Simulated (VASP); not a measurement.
# Mo2C (Fm-3m) in VASP: single point with LDA

Aim: the single point of Mo2C with LDA.

Everything below comes from runs of VASP 6.6.1. Logs are shortened: lines on timing, memory, paths and dates and some standing lists are left out, and cuts for length are marked.

### Step 1. The cell of the first run

It takes space group Fm-3m (No. 225, cubic). The conventional cell has a = 5.258 Å, b = 5.258 Å, c = 5.258 Å, α = 90.00°, β = 90.00°, γ = 90.00°. C (site symmetry m-3m) has 8 Mo at 2.28 Å within 3.0 Å. Mo (site symmetry -43m) has 4 C at 2.28 Å and 6 Mo at 2.63 Å within 3.0 Å.

### Step 2. Single point, LDA

Contents of INCAR:

```
PREC = Accurate
ENCUT = 1300
EDIFF = 1E-6
ISMEAR = -1
SIGMA = 0.05
LREAL = F
LASPH = T
NELM = 120
ALGO = Normal
ISIF = 2
LWAVE = F
LCHARG = F
NBANDS = 23
GGA_COMPAT = F
```

Contents of KPOINTS:

```
Automatic mesh
0
Gamma
  7 7 7
```

Contents of POSCAR:

```
Mo2C
1.0
    0.0000000000      2.6290721520      2.6290721520
    2.6290721520      0.0000000000      2.6290721520
    2.6290721520      2.6290721520      0.0000000000
C Mo
1 2
Direct
    0.0000000000      0.0000000000      0.0000000000
    0.2500000000      0.2500000000      0.2500000000
    0.7500000000      0.7500000000      0.7500000000
```

Potentials or basis: VASP PAW LDA potentials, release 64 (C_h, Mo_sv).

Launch:

```sh
$ cat potpaw_LDA.64/C_h/POTCAR potpaw_LDA.64/Mo_sv/POTCAR > POTCAR
$ mpirun -np 1 vasp_std > vasp.out
```

OUTCAR:

```text
PREC = Accurate
   ENCUT = 1300
   EDIFF = 1E-6
   ISMEAR = -1
   LREAL = F
   LASPH = T
   NELM = 120
   ISIF = 2

 ion  position               nearest neighbor table
   1  0.000  0.000  0.000-   3 2.28   3 2.28   3 2.28   2 2.28   3 2.28   2 2.28   2 2.28   2 2.28

   2  0.250  0.250  0.250-   1 2.28   1 2.28   1 2.28   1 2.28   3 2.63   3 2.63   3 2.63   3 2.63
                             3 2.63   3 2.63
   3  0.750  0.750  0.750-   1 2.28   1 2.28   1 2.28   1 2.28   2 2.63   2 2.63   2 2.63   2 2.63
                             2 2.63   2 2.63

  LATTYP: Found a face centered cubic cell.
 ALAT       =     5.2581443040

  Lattice vectors:

 A1 = (   0.0000000000,   2.6290721520,   2.6290721520)
 A2 = (   2.6290721520,   0.0000000000,   2.6290721520)
 A3 = (   2.6290721520,   2.6290721520,   0.0000000000)

Analysis of symmetry for initial positions (statically):
=====================================================================
 Subroutine PRICEL returns:
 Original cell was already a primitive cell.

 Routine SETGRP: Setting up the symmetry group for a
 face centered cubic supercell.

 Subroutine GETGRP returns: Found 48 space group operations
 (whereof 48 operations were pure point group operations)
 out of a pool of 48 trial point group operations.

The static configuration has the point symmetry O_h .

Analysis of symmetry for dynamics (positions and initial velocities):
=====================================================================
 Subroutine PRICEL returns:
 Original cell was already a primitive cell.

 Routine SETGRP: Setting up the symmetry group for a
 face centered cubic supercell.

 Subroutine GETGRP returns: Found 48 space group operations
 (whereof 48 operations were pure point group operations)
 out of a pool of 48 trial point group operations.

The dynamic configuration has the point symmetry O_h .

 Subroutine INISYM returns: Found 48 space group operations
 (whereof 48 operations are pure point group operations),
 and found     1 'primitive' translations

----------------------------------------------------------------------------------------

                                     Primitive cell

  volume of cell :      36.3444
[... 78 lines left out ...]
   ISTART =      0    job   : 0-new  1-cont  2-samecut
   ICHARG =      2    charge: 1-file 2-atom 10-const
   ISPIN  =      1    spin polarized calculation?
   LNONCOLLINEAR =      F non collinear calculations
   LSORBIT =      F    spin-orbit coupling
   LASPH  =      T    aspherical Exc in radial PAW
   ENCUT  = 1300.0 eV  95.55 Ry    9.77 a.u.  10.93 10.93 10.93*2*pi/ulx,y,z
   NELM   =    120;   NELMIN=  2; NELMDL= -5     # of ELM steps
   EDIFF  = 0.1E-05   stopping-criterion for ELM
   LREAL  =      F    real-space projection
   EDIFFG = 0.1E-04   stopping-criterion for IOM
   NSW    =      0    number of steps for IOM
   IBRION =     -1    ionic relax: 0-MD 1-quasi-New 2-CG
   NFREE  =      0    steps in history (QN), initial steepest desc. (CG)
   ISIF   =      2    stress and relaxation
   ISYM   =      2    0-nonsym 1-usesym 2-fastsym
   POTIM  = 0.5000    time-step for ionic-motion
   TEBEG  =    0.0;   TEEND  =   0.0 temperature during run
   PSTRESS=    0.0 pullay stress
   NELECT =      32.0000    total number of electrons
   NUPDOWN=      -1.0000    fix difference up-down
   EMIN   =  10.00;   EMAX   =-10.00  energy-range for DOS
   EFERMI =   0.00;   METHOD = LEGACY
   ISMEAR =    -1;   SIGMA  =   0.05  broadening in eV -4-tet -1-fermi 0-gaus
   EFERMI_NEDOS =   21; number of points for ismear=-14 and -15
   IALGO  =     38    algorithm
   IMIX   =      4    mixing-type and parameters
     AMIX     =   0.40;   BMIX     =  1.00
     AMIX_MAG =   1.60;   BMIX_MAG =  1.00
  volume/ion in A,a.u.               =      12.11        81.75
  Fermi-wavevector in a.u.,A,eV,Ry     =   1.569082  2.965135 33.497795  2.462018
  Thomas-Fermi vector in A             =   2.671017
   LORBIT       =      0    0 simple, 1 ext, 2 COOP (PROOUT), +10 PAW based schemes
   GGA     = CA    functional components
   LHFCALC =     F    Hartree Fock is set to
   AEXX    =    0.0000 exact exchange contribution
   IVDW    =     0    specifies the selected vdW correction
   LEPSILON=     F    determine dielectric tensor
   LRPA    =     F    only Hartree local field effects (RPA)
 non-spin polarized calculation
  energy-cutoff  :     1300.00
  volume of cell :       36.34
 maximum number of plane-waves:      3896
 NGX is ok and might be reduce to    48
   NGX = 21   NGY = 21   NGZ = 21

 number of electron      32.0000001 magnetization

 Free energy of the ion-electron system (eV)
  ---------------------------------------------------
  ext. energy  EPLUGINS =         0.00000000
  ---------------------------------------------------
  free energy    TOTEN  =       -32.59724475 eV

  energy without entropy =      -32.57360612  energy(sigma->0) =      -32.58542544

 E-fermi :  12.8766     XC(G=0): -13.6254

 val. band max:       12.8467572259   @ k =   0.2857   0.1429   0.0000
 cond. band min:      12.8808466549   @ k =   0.0000   0.0000   0.0000
 fundamental gap:      0.0340894291
 Fermi energy:        12.8766273441

 k-point     1 :       0.0000    0.0000    0.0000
  band No.  band energies     occupation
      1     -48.2537      2.00000
      2     -47.7147      2.00000
      3     -22.8320      2.00000
      4     -22.8320      2.00000
      5     -22.8320      2.00000
      6     -21.8259      2.00000
[... 509 lines left out ...]
     22      17.3181      0.00000
     23      22.1454      0.00000

------------------------ aborting loop because EDIFF is reached ----------------------------------------

  FORCE on cell =-STRESS in cart. coord.  units (eV):
  Direction    XX          YY          ZZ          XY          YZ          ZX
  --------------------------------------------------------------------------------------
  -------------------------------------------------------------------------------------
  Total        0.2952136      0.2952136      0.2952136      0.0000000      0.0000000      0.0000000
  in kB       13.0139569     13.0139569     13.0139569      0.0000000      0.0000000      0.0000000
  external PRESSURE =      13.0139569 kB  Pullay stress =       0.0000000 kB

 VOLUME and BASIS-vectors are now :
 -----------------------------------------------------------------------------
  energy-cutoff  :     1300.00
  volume of cell :       36.34
      direct lattice vectors                 reciprocal lattice vectors
     0.000000000  2.629072152  2.629072152    -0.190181163  0.190181163  0.190181163
     2.629072152  0.000000000  2.629072152     0.190181163 -0.190181163  0.190181163
     2.629072152  2.629072152  0.000000000     0.190181163  0.190181163 -0.190181163

 POSITION                                       TOTAL-FORCE (eV/Angst)
 -----------------------------------------------------------------------------------
      0.00000      0.00000      0.00000        -0.000000      0.000000      0.000000
      1.31454      1.31454      1.31454        -0.000000     -0.000000      0.000000
      3.94361      3.94361      3.94361         0.000000      0.000000     -0.000000
 -----------------------------------------------------------------------------------
    total drift:                               -0.000000     -0.000000      0.000000

  FREE ENERGIE OF THE ION-ELECTRON SYSTEM (eV)
  ---------------------------------------------------
  free  energy   TOTEN  =       -32.5972447546 eV

  energy  without entropy=      -32.5736061177  energy(sigma->0) =      -32.58542544
```

OSZICAR:

```text
N       E                     dE             d eps       ncg     rms          rms(c)
DAV:   1     0.536664674950E+03    0.53666E+03   -0.32038E+04   920   0.298E+03
DAV:   2    -0.112864916947E+02   -0.54795E+03   -0.52854E+03  1011   0.638E+02
DAV:   3    -0.353450512041E+02   -0.24059E+02   -0.23112E+02  1152   0.132E+02
DAV:   4    -0.357074163008E+02   -0.36237E+00   -0.36183E+00   948   0.150E+01
DAV:   5    -0.357103518212E+02   -0.29355E-02   -0.29353E-02  1067   0.143E+00    0.325E+01
DAV:   6    -0.327901939757E+02    0.29202E+01   -0.11370E+01  1173   0.244E+01    0.710E+00
DAV:   7    -0.326381967470E+02    0.15200E+00   -0.75147E-01  1048   0.664E+00    0.658E+00
DAV:   8    -0.326082589316E+02    0.29938E-01   -0.22801E-01  1032   0.282E+00    0.149E+00
DAV:   9    -0.325973844595E+02    0.10874E-01   -0.23392E-02   956   0.809E-01    0.160E-01
DAV:  10    -0.325972423858E+02    0.14207E-03   -0.21609E-03  1046   0.395E-01    0.299E-02
DAV:  11    -0.325972440041E+02   -0.16183E-05   -0.73073E-05   997   0.588E-02    0.159E-02
DAV:  12    -0.325972447546E+02   -0.75048E-06   -0.44017E-06   809   0.166E-02
   1 F= -.32597245E+02 E0= -.32585425E+02  d E =-.236386E-01
```

stdout:

```text
POSCAR found type information on POSCAR C Mo
 POSCAR found :  2 types and       3 ions
 scaLAPACK will be used
 LDA part: xc-table for (Slater(with rela. corr.)+CA(PZ))
 , standard interpolation
 POSCAR, INCAR and KPOINTS ok, starting setup
 FFT: planning ... GRIDC
 FFT: planning ... GRID_SOFT
 FFT: planning ... GRID
 WAVECAR not read
 entering main loop
```

It took 38 s on 1 thread of Intel Xeon Platinum 8488C (Sapphire Rapids), shared host; peak memory 0.28 GiB.

What came out:

```yaml
Free_energy: -32.5972 eV
Pressure: 1.3 GPa
Band_gap_on_the_k_mesh: zero (bands 16 and 17 overlap by 3.58 eV)
```

The gap in the log of VASP goes by the Fermi energy; the results here count the filled bands.